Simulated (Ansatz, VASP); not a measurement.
**Two plane-wave programs on Ge**

```
CELL_PARAMETERS angstrom
2.83776 2.83776 0.00000
-2.83776 2.83776 0.00000
0.00000 2.83776 2.83776
ATOMIC_POSITIONS crystal
Ge 0.50000 0.50000 0.00000
Ge 0.75000 0.25000 0.50000
```

Alike in both runs: functional r2SCAN; k mesh 12 × 12 × 12; occupations fermi-dirac, width 0.1 eV; no spin polarisation.

Ansatz relaxed the structure, and its values are those at the end. VASP's run is a single point on that final structure, the one shown.

|  | VASP | Ansatz |
| --- | --- | --- |
| version | VASP 6.6.1 | Ansatz 0.2.0 |
| potentials or method | VASP PAW PBE potentials, release 64 (Ge_d) | PAW with Ansatz's default frozen-core files, scalar-relativistic |
| plane-wave cutoff (eV) | 520 | 500 |
| valence electrons in the cell | 28 | 28 |

|  | VASP | Ansatz | Ansatz less VASP |
| --- | --- | --- | --- |
| pressure (GPa) | 0.0 | 0.0 | -0.04 |

VASP's potentials were made for PBE, not for r2SCAN. With one functional, cell and mesh, what is left measures potentials, basis and numerics.
